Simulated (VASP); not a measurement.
Set up this calculation in VASP 6.6.1, as the native input.

```
Task                   : single point
Functional             : PBE
Potentials or basis    : VASP PAW PBE potentials, release 64 (Ti_sv, S)
Cutoff                 : 520 eV
k mesh                 : 5 × 5 × 5
Occupations            : fermi-dirac, width 0.05 eV
Spin                   : no spin polarisation
Dipole correction      : no
Further INCAR settings : ALGO = Normal; EDIFF = 1e-06; NBANDS = 32
```

The structure of Ti3S2 lies in POSCAR:

```
Ti3S2
1.0
    2.7131140000      1.5664170000      3.2376180000
   -2.7131140000      1.5664170000      3.2376180000
    0.0000000000     -3.1328340000      3.2376180000
Ti S
3 2
Direct
    0.3356550000      0.6643450000      0.0000000000
    0.6643450000      0.0000000000      0.3356550000
    0.0000000000      0.3356550000      0.6643450000
    0.8321610000      0.8321610000      0.8321610000
    0.1678390000      0.1678390000      0.1678390000
```

The input as run:

INCAR

```
SYSTEM = Ti3S2
PREC = Accurate ; ENCUT = 520
EDIFF = 1E-6 ; ISMEAR = -1
SIGMA = 0.05 ; LREAL = .False.
LASPH = .True. ; NELM = 60
ALGO = Normal ; ISIF = 2
LWAVE = .False. ; LCHARG = .False.
GGA = PE ; NBANDS = 32
```

KPOINTS

```
regular mesh
0
Gamma
  5 5 5
  0 0 0
```

Potentials or basis: VASP PAW PBE potentials, release 64 (Ti_sv, S).

Command:

```console
$ cat potpaw_PBE.64/Ti_sv/POTCAR potpaw_PBE.64/S/POTCAR > POTCAR
$ mpirun -np 1 vasp_std > vasp.out
```

Results of the run:

| Item | Value |
| --- | --- |
| Pressure | 0.4 GPa |
| Largest force | 0.039 eV/Å |
| Band gap on the k mesh | zero (band 24 reaches 8.57 eV, above the bottom of band 25 at 8.43 eV) |

It took 24 s on 1 thread of Intel(R) Xeon(R) 6975P-C (Granite Rapids), with other jobs on the host, peak memory 0.21 GiB.
